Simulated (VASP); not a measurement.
# TaN (rocksalt type) (Fm-3m) in VASP: a series of runs

TaN (rocksalt type) is run at these levels: PBE; tasks: single point.

Everything below comes from runs of VASP 6.6.1. Logs are shortened: lines on timing, memory, paths and dates and some standing lists are left out, and cuts for length are marked.

## 1. The cell of the first run

The structure is cubic, space group Fm-3m (No. 225). Conventional cell: a = 4.327 Å, b = 4.327 Å, c = 4.327 Å, α = 90.00°, β = 90.00°, γ = 90.00°. Within 2.9 Å of Ta (site symmetry m-3m) lie 6 N at 2.16 Å. Within 2.9 Å of N (site symmetry m-3m) lie 6 Ta at 2.16 Å.

## 2. Single point, PBE (volume scaled by 0.94)

Input file INCAR:

```
SYSTEM = TaN
PREC = Accurate
ENCUT = 520
EDIFF = 1E-6
ISMEAR = -1
SIGMA = 0.08
LREAL = .False.
LASPH = .True.
NELM = 80
ALGO = Normal
ISIF = 2
LWAVE = .False.
LCHARG = .False.
GGA = PE
NBANDS = 15
```

Input file KPOINTS:

```
regular mesh
0
Gamma
  15 15 15
  0 0 0
```

Input file POSCAR:

```
TaN
1.0
    0.0000000000      2.1634273575      2.1634273575
    2.1634273575      0.0000000000      2.1634273575
    2.1634273575      2.1634273575      0.0000000000
Ta N
1 1
Direct
    0.0000000000      0.0000000000      0.0000000000
    0.5000000000      0.5000000000      0.5000000000
```

Potentials or basis: VASP PAW PBE potentials, release 64 (Ta_pv, N).

Run with:

```sh
$ cat potpaw_PBE.64/Ta_pv/POTCAR potpaw_PBE.64/N/POTCAR > POTCAR
$ mpirun -np 1 vasp_std > vasp.out
```

OUTCAR:

```text
SYSTEM = TaN
   PREC = Accurate
   ENCUT = 520
   EDIFF = 1E-6
   ISMEAR = -1
   LREAL = .False.
   LASPH = .True.
   NELM = 80
   ISIF = 2
   GGA = PE

 ion  position               nearest neighbor table
   1  0.000  0.000  0.000-   2 2.16   2 2.16   2 2.16   2 2.16   2 2.16   2 2.16
   2  0.500  0.500  0.500-   1 2.16   1 2.16   1 2.16   1 2.16   1 2.16   1 2.16

  LATTYP: Found a face centered cubic cell.
 ALAT       =     4.3268547150

  Lattice vectors:

 A1 = (   0.0000000000,   2.1634273575,   2.1634273575)
 A2 = (   2.1634273575,   0.0000000000,   2.1634273575)
 A3 = (   2.1634273575,   2.1634273575,   0.0000000000)

Analysis of symmetry for initial positions (statically):
=====================================================================
 Subroutine PRICEL returns:
 Original cell was already a primitive cell.

 Routine SETGRP: Setting up the symmetry group for a
 face centered cubic supercell.

 Subroutine GETGRP returns: Found 48 space group operations
 (whereof 48 operations were pure point group operations)
 out of a pool of 48 trial point group operations.

The static configuration has the point symmetry O_h .

Analysis of symmetry for dynamics (positions and initial velocities):
=====================================================================
 Subroutine PRICEL returns:
 Original cell was already a primitive cell.

 Routine SETGRP: Setting up the symmetry group for a
 face centered cubic supercell.

 Subroutine GETGRP returns: Found 48 space group operations
 (whereof 48 operations were pure point group operations)
 out of a pool of 48 trial point group operations.

The dynamic configuration has the point symmetry O_h .

 Subroutine INISYM returns: Found 48 space group operations
 (whereof 48 operations are pure point group operations),
 and found     1 'primitive' translations

----------------------------------------------------------------------------------------

                                     Primitive cell

  volume of cell :      20.2515

  direct lattice vectors                    reciprocal lattice vectors
     0.000000000  2.163427357  2.163427357    -0.231114763  0.231114763  0.231114763
     2.163427357  0.000000000  2.163427357     0.231114763 -0.231114763  0.231114763
     2.163427357  2.163427357  0.000000000     0.231114763  0.231114763 -0.231114763

  length of vectors
     3.059548310  3.059548310  3.059548310     0.400302511  0.400302511  0.400302511

  position of ions in fractional coordinates (direct lattice)
     0.000000000  0.000000000  0.000000000
     0.500000000  0.500000000  0.500000000

  ion indices of the primitive-cell ions
   primitive index   ion index
                 1           1
                 2           2

----------------------------------------------------------------------------------------

 KPOINTS: regular mesh

Automatic generation of k-mesh.
 Grid dimensions read from file:
 generate k-points for:   15   15   15

 Generating k-lattice:

  Cartesian coordinates                     Fractional coordinates (reciprocal lattice)
    -0.015407651  0.015407651  0.015407651     0.066666667  0.000000000  0.000000000
     0.015407651 -0.015407651  0.015407651     0.000000000  0.066666667  0.000000000
     0.015407651  0.015407651 -0.015407651     0.000000000  0.000000000  0.066666667

  Length of vectors
     0.026686834  0.026686834  0.026686834

  Shift w.r.t. Gamma in fractional coordinates (k-lattice)
     0.000000000  0.000000000  0.000000000

 Subroutine IBZKPT returns following result:
 ===========================================

 Found    120 irreducible k-points:

 Following reciprocal coordinates:
            Coordinates               Weight
  0.000000  0.000000  0.000000      1.000000
  0.066667  0.000000  0.000000      8.000000
  0.133333  0.000000  0.000000      8.000000
  0.200000  0.000000  0.000000      8.000000
  0.266667  0.000000  0.000000      8.000000
  0.333333  0.000000  0.000000      8.000000
[... 16 lines left out ...]
  0.133333  0.133333  0.000000      6.000000
  0.200000  0.133333  0.000000     24.000000
 [... further k-points ...]
   k-points           NKPTS =    120   k-points in BZ     NKDIM =    120   number of bands    NBANDS=     15
   number of dos      NEDOS =    301   number of ions     NIONS =      2
   total plane-waves  NPLWV =  13824
   dimension x,y,z NGX =    24 NGY =   24 NGZ =   24
   dimension x,y,z NGXF=    48 NGYF=   48 NGZF=   48
   ions per type =               1   1
   NGX,Y,Z   is equivalent  to a cutoff of  13.04, 13.04, 13.04 a.u.
   NGXF,Y,Z  is equivalent  to a cutoff of  26.08, 26.08, 26.08 a.u.
 SYSTEM =  TaN
   PREC   = accura    normal or accurate (medium, high low for compatibility)
   ISTART =      0    job   : 0-new  1-cont  2-samecut
   ICHARG =      2    charge: 1-file 2-atom 10-const
   ISPIN  =      1    spin polarized calculation?
   LNONCOLLINEAR =      F non collinear calculations
   LSORBIT =      F    spin-orbit coupling
   LASPH  =      T    aspherical Exc in radial PAW
   ENCUT  =  520.0 eV  38.22 Ry    6.18 a.u.   5.69  5.69  5.69*2*pi/ulx,y,z
   NELM   =     80;   NELMIN=  2; NELMDL= -5     # of ELM steps
   EDIFF  = 0.1E-05   stopping-criterion for ELM
   LREAL  =      F    real-space projection
   EDIFFG = 0.1E-04   stopping-criterion for IOM
   NSW    =      0    number of steps for IOM
   IBRION =     -1    ionic relax: 0-MD 1-quasi-New 2-CG
   NFREE  =      0    steps in history (QN), initial steepest desc. (CG)
   ISIF   =      2    stress and relaxation
   ISYM   =      2    0-nonsym 1-usesym 2-fastsym
   POTIM  = 0.5000    time-step for ionic-motion
   TEBEG  =    0.0;   TEEND  =   0.0 temperature during run
   PSTRESS=    0.0 pullay stress
   NELECT =      16.0000    total number of electrons
   NUPDOWN=      -1.0000    fix difference up-down
   EMIN   =  10.00;   EMAX   =-10.00  energy-range for DOS
   EFERMI =   0.00;   METHOD = LEGACY
   ISMEAR =    -1;   SIGMA  =   0.08  broadening in eV -4-tet -1-fermi 0-gaus
   EFERMI_NEDOS =   21; number of points for ismear=-14 and -15
   IALGO  =     38    algorithm
   IMIX   =      4    mixing-type and parameters
     AMIX     =   0.40;   BMIX     =  1.00
     AMIX_MAG =   1.60;   BMIX_MAG =  1.00
  volume/ion in A,a.u.               =      10.13        68.33
  Fermi-wavevector in a.u.,A,eV,Ry     =   1.513431  2.859969 31.163766  2.290472
  Thomas-Fermi vector in A             =   2.623223
   LORBIT       =      0    0 simple, 1 ext, 2 COOP (PROOUT), +10 PAW based schemes
   GGA     = PE    functional components
   LHFCALC =     F    Hartree Fock is set to
   AEXX    =    0.0000 exact exchange contribution
   IVDW    =     0    specifies the selected vdW correction
   LEPSILON=     F    determine dielectric tensor
   LRPA    =     F    only Hartree local field effects (RPA)
 non-spin polarized calculation
  energy-cutoff  :      520.00
  volume of cell :       20.25
 maximum number of plane-waves:       560
   NGX = 11   NGY = 11   NGZ = 11

 number of electron      15.9999998 magnetization

 Free energy of the ion-electron system (eV)
  ---------------------------------------------------
  ext. energy  EPLUGINS =         0.00000000
  ---------------------------------------------------
  free energy    TOTEN  =       -21.74112425 eV

  energy without entropy =      -21.72701900  energy(sigma->0) =      -21.73407162

 E-fermi :  10.1084     XC(G=0): -13.7104

 val. band max:       10.0779709554   @ k =   0.2000   0.1333   0.0000
 cond. band min:      10.1539551303   @ k =   0.2000   0.1333   0.0000
 fundamental gap:      0.0759841749
 Fermi energy:        10.1084044764

 k-point     1 :       0.0000    0.0000    0.0000
  band No.  band energies     occupation
      1     -25.5725      2.00000
      2     -25.5725      2.00000
      3     -25.5725      2.00000
      4      -9.1621      2.00000
      5       6.1396      2.00000
      6       6.1396      2.00000
      7       6.1396      2.00000
      8       7.8638      2.00000
      9       7.8638      2.00000
     10       7.8638      2.00000
     11      10.1848      0.55600
     12      10.1848      0.55600
     13      12.0598      0.00000
     14      19.5330      0.00000
     15      22.5843      0.00000

 k-point     2 :       0.0667    0.0000    0.0000
  band No.  band energies     occupation
      1     -25.6210      2.00000
      2     -25.5767      2.00000
      3     -25.5767      2.00000
      4      -9.0427      2.00000
      5       5.5489      2.00000
      6       5.7317      2.00000
      7       5.7317      2.00000
      8       8.0529      2.00000
      9       8.0529      2.00000
     10       8.1350      2.00000
     11      10.6577      0.00208
     12      10.6577      0.00208
     13      12.3839      0.00000
     14      19.8906      0.00000
     15      22.5842      0.00000

 k-point     3 :       0.1333    0.0000    0.0000
  band No.  band energies     occupation
      1     -25.7558      2.00000
      2     -25.5887      2.00000
      3     -25.5887      2.00000
      4      -8.7006      2.00000
      5       4.3851      2.00000
      6       4.9186      2.00000
      7       4.9186      2.00000
      8       8.4883      2.00000
      9       8.4883      2.00000
     10       8.5237      2.00000
     11      11.7818      0.00000
     12      11.7818      0.00000
     13      13.2018      0.00000
     14      20.8727      0.00000
     15      22.5838      0.00000
[... 343 lines left out ...]
 k-point    23 :       0.1333    0.1333    0.0000
  band No.  band energies     occupation
      1     -25.7440      2.00000
      2     -25.6291      2.00000
      3     -25.6291      2.00000
      4      -8.5921      2.00000
      5       3.4418      2.00000
      6       5.3843      2.00000
      7       5.3843      2.00000
      8       7.0295      2.00000
      9       9.5668      1.99771
     10       9.5668      1.99771
     11      10.4937      0.01607
     12      11.7444      0.00000
     13      14.5711      0.00000
     14      21.3072      0.00000
     15      22.5837      0.00000

 k-point    24 :       0.2000    0.1333    0.0000
  band No.  band energies     occupation
      1     -25.8673      2.00000
      2     -25.6566      2.00000
      3     -25.6460      2.00000
      4      -8.2628      2.00000
      5       2.6739      2.00000
      6       4.8346      2.00000
      7       5.0057      2.00000
      8       7.0149      2.00000
      9      10.0780      1.18795
     10      10.1540      0.72276
     11      11.1768      0.00000
     12      12.3440      0.00000
     13      15.7286      0.00000
     14      22.3352      0.00000
     15      22.5831      0.00000

 [... further k-points ...]
[... 5 lines left out ...]
  --------------------------------------------------------------------------------------
  -------------------------------------------------------------------------------------
  Total        3.0927599      3.0927599      3.0927599      0.0000000     -0.0000000     -0.0000000
  in kB      244.6807751    244.6807751    244.6807751      0.0000000     -0.0000000     -0.0000000
  external PRESSURE =     244.6807751 kB  Pullay stress =       0.0000000 kB

 VOLUME and BASIS-vectors are now :
 -----------------------------------------------------------------------------
  energy-cutoff  :      520.00
  volume of cell :       20.25
      direct lattice vectors                 reciprocal lattice vectors
     0.000000000  2.163427357  2.163427357    -0.231114763  0.231114763  0.231114763
     2.163427357  0.000000000  2.163427357     0.231114763 -0.231114763  0.231114763
     2.163427357  2.163427357  0.000000000     0.231114763  0.231114763 -0.231114763

 POSITION                                       TOTAL-FORCE (eV/Angst)
 -----------------------------------------------------------------------------------
      0.00000      0.00000      0.00000         0.000000      0.000000     -0.000000
      2.16343      2.16343      2.16343         0.000000      0.000000      0.000000
 -----------------------------------------------------------------------------------
    total drift:                                0.000000     -0.000000     -0.000000

  FREE ENERGIE OF THE ION-ELECTRON SYSTEM (eV)
  ---------------------------------------------------
  free  energy   TOTEN  =       -21.7411242453 eV

  energy  without entropy=      -21.7270189996  energy(sigma->0) =      -21.73407162
```

Run time: 78 s. Hardware: 1 thread of AMD EPYC 7R13, shared host; peak memory 0.14 GiB.

Results:

```
Free energy            : -21.7411 eV
Pressure               : 24.5 GPa
Band gap on the k mesh : zero (band 8 reaches 12.06 eV, above the bottom of band 9 at 7.86 eV)
```

Caveat: spin-orbit coupling is left out, which moves the levels of the heavy elements.

## 3. Single point, PBE (volume scaled by 0.94)

Input file INCAR:

```
  ALGO = Normal
  EDIFF = 1E-6
  ENCUT = 520
  GGA = PE
  ISIF = 2
  ISMEAR = -1
  LASPH = True
  LCHARG = False
  LREAL = False
  LWAVE = False
  NBANDS = 15
  NELM = 100
  PREC = Accurate
  SIGMA = 0.08
```

Input file KPOINTS:

```
k-points
0
Gamma
  15 15 15
```

POSCAR is that of step 2.

Potentials or basis: VASP PAW PBE potentials, release 64 (Ta_pv, N).

Run with:

```sh
$ cat potpaw_PBE.64/Ta_pv/POTCAR potpaw_PBE.64/N/POTCAR > POTCAR
$ mpirun -np 1 vasp_std > vasp.out
```

Run time: 83 s. Hardware: 1 thread of AMD EPYC 7R13, shared host; peak memory 0.14 GiB.

The run converged. Its results:

| Quantity | Value |
| --- | --- |
| Free energy | -21.7411 eV |
| Pressure | 24.5 GPa |
| Band gap on the k mesh | zero (band 8 reaches 12.06 eV, above the bottom of band 9 at 7.86 eV) |

Levels at points of the mesh, in eV from the Fermi level:
```
           k point  band 5  band 6  band 7  band 8  band 9  band 10  band 11  band 12
(0.00, 0.00, 0.00)   -3.97   -3.97   -3.97   -2.24   -2.24    -2.24     0.08     0.08
```

Caveat: spin-orbit coupling is left out, which moves the levels of the heavy elements.

(Part 1 of 2 ends here.)
